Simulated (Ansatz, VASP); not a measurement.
**GaSb3: VASP beside Ansatz**

```
Ga Sb
1.0
     0.00000    3.58577    3.58577
     3.58577    0.00000    3.58577
     3.58577    3.58577    0.00000
Ga Sb
1 3
Direct
  0.04239 0.95761 0.95761
  0.24229 0.25771 0.25771
  0.74229 0.75771 0.75771
  0.49114 0.50886 0.50886
```

Change from the starting cell: mode 4 frozen in at +0.000 Å and mode 7 at -0.304 Å (largest displacements).

Alike in both runs: task single point; functional PBEsol; dispersion D3(BJ); k mesh 10 × 10 × 10; occupations gaussian, width 0.15 eV; no spin polarisation.

|  | VASP | Ansatz |
| --- | --- | --- |
| version | VASP 6.6.1 | Ansatz 0.2.0 |
| potentials or method | VASP PAW PBE potentials, release 64 (Ga_d, Sb), cutoff 520 eV | scalar-relativistic, plane waves, PAW |
| valence electrons in the cell | 28 | 58 |

```tsv
	VASP	Ansatz	Ansatz less VASP
gap on the k mesh at the Fermi level (eV)	none	none	-
pressure (GPa)	1.3	1.2	-0.07
traceless stress, the component that is largest in VASP (GPa)	-0.21	-0.20	+0.002
rms of the force components (eV/Å)	0.258	0.256	-0.0025
```

VASP's potentials were made for PBE, not for PBEsol, and Ansatz warns of the same on its side. Atom by atom the forces differ by 0.003 eV/Å (rms over components). A gap of «none» marks a metal or a gap that the smearing closes. VASP's potentials hold 28 valence electrons a cell and Ansatz's 58, so a difference there can come from the potentials and not from the codes.

Spin-orbit coupling is off throughout.
